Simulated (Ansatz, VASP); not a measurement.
**One calculation of Yb, two programs**

```
Yb
1.0
     0.00000    2.74310    2.74310
     2.74310    0.00000    2.74310
     2.74310    2.74310    0.00000
Yb
1
Direct
  0.00000 0.00000 0.00000
```

Alike in both runs: task single point; functional PBE; k mesh 8 × 8 × 8; occupations fermi-dirac, width 0.05 eV; collinear spin.

|  | VASP | Ansatz |
| --- | --- | --- |
| version | VASP 6.6.1 | Ansatz 0.2.0 |
| potentials or method | VASP PAW PBE potentials, release 64 (Yb) | Ansatz PAW |
| plane-wave cutoff (eV) | 520 | 420 |
| valence electrons in the cell | 24 | 24 |

```tsv
	VASP	Ansatz	Ansatz less VASP
gap on the k mesh at the Fermi level (eV)	none	none	-
pressure (GPa)	0.8	-2.1	-2.99
net moment per atom (μB)	0.01	0.00	-0.013
```

A gap of «none» marks a metal or a gap that the smearing closes. With one functional, cell and mesh, what is left measures potentials, basis and numerics.

Neither program's run includes spin-orbit coupling.
